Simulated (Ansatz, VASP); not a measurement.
BeTe: VASP beside Ansatz

```
CELL_PARAMETERS angstrom
2.82841 2.82841 0.00000
-2.82841 2.82841 0.00000
0.00000 2.82841 2.82841
ATOMIC_POSITIONS crystal
Be 0.00000 0.00000 0.00000
Te 0.75000 0.25000 0.50000
```

Alike in both runs: functional r2SCAN; k mesh 12 × 12 × 12; occupations fermi-dirac, width 0.1 eV; no spin polarisation.

Ansatz relaxed the structure, and its values are those at the end. VASP's run is a single point on that final structure, the one shown.

```csv
,VASP,Ansatz
version,VASP 6.6.1,Ansatz 0.2.0
potentials or method,"VASP PAW PBE potentials, release 64 (Be, Te)","PAW with Ansatz's default frozen-core files, scalar-relativistic"
plane-wave cutoff (eV),520,500
valence electrons in the cell,8,18
```

```csv
,VASP,Ansatz,Ansatz less VASP
pressure (GPa),0.2,0.0,-0.17
```

VASP's potentials were made for PBE, not for r2SCAN. With one functional, cell and mesh, what is left measures potentials, basis and numerics. VASP's potentials hold 8 valence electrons a cell and Ansatz's 18, so a difference there can come from the potentials and not from the codes.

Neither program's run includes spin-orbit coupling.
